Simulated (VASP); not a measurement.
Input of a VASP 6.6.1 run:

The input POSCAR:

```
NaI
1.0
    0.0000000000      3.2334440868      3.2334440868
    3.2334440868      0.0000000000      3.2334440868
    3.2334440868      3.2334440868      0.0000000000
Na I
1 1
Direct
    0.0000000000      0.0000000000      0.0000000000
    0.5000000000      0.5000000000      0.5000000000
```

The input INCAR.step1:

```
PREC     = Accurate       # precision mode
ENCUT    = 520            # plane-wave cutoff, eV
ISMEAR   = -1             # smearing method
SIGMA    = 0.02           # smearing width, eV
LREAL    = False          # projectors in reciprocal space
LASPH    = True           # aspherical terms in the spheres
NELM     = 100            # most SCF steps
NBANDS   = 14             # bands
GGA      = PE             # functional
ALGO     = Normal         # electronic algorithm
EDIFF    = 1E-4           # SCF threshold, eV
LWAVE    = True           # write WAVECAR
LCHARG   = False          # write CHGCAR
```

The input INCAR.step2:

```
PREC     = Accurate       # precision mode
ENCUT    = 520            # plane-wave cutoff, eV
EDIFF    = 1E-6           # SCF threshold, eV
ISMEAR   = -1             # smearing method
SIGMA    = 0.02           # smearing width, eV
LREAL    = False          # projectors in reciprocal space
LASPH    = True           # aspherical terms in the spheres
NELM     = 100            # most SCF steps
ALGO     = Normal         # electronic algorithm
ISIF     = 2              # what is computed and relaxed
LWAVE    = False          # write WAVECAR
LCHARG   = False          # write CHGCAR
METAGGA  = R2SCAN         # meta-GGA
LMIXTAU  = True         
NBANDS   = 14             # bands
ISTART   = 1
```

Contents of KPOINTS:

```
regular mesh
0
Gamma
  8 8 8
```

Potentials or basis: VASP PAW PBE potentials, release 64 (Na_pv, I).

Run with:

```sh
$ cat potpaw_PBE.64/Na_pv/POTCAR potpaw_PBE.64/I/POTCAR > POTCAR
$ cp INCAR.step1 INCAR
$ mpirun -np 1 vasp_std > vasp.out
$ cp INCAR.step2 INCAR
$ mpirun -np 1 vasp_std > vasp.out
```

Question: Predict the band gap on the k mesh.

Answer: 4.45 eV.

Question: Estimate the pressure.

Answer: -0.1 GPa.

Caveat: the PAW data sets were made with another functional, which shifts forces and pressure a little; spin-orbit coupling is left out, which moves the levels of the heavy elements. r2SCAN opens gaps a little over a GGA but as a rule still falls short of measured ones.
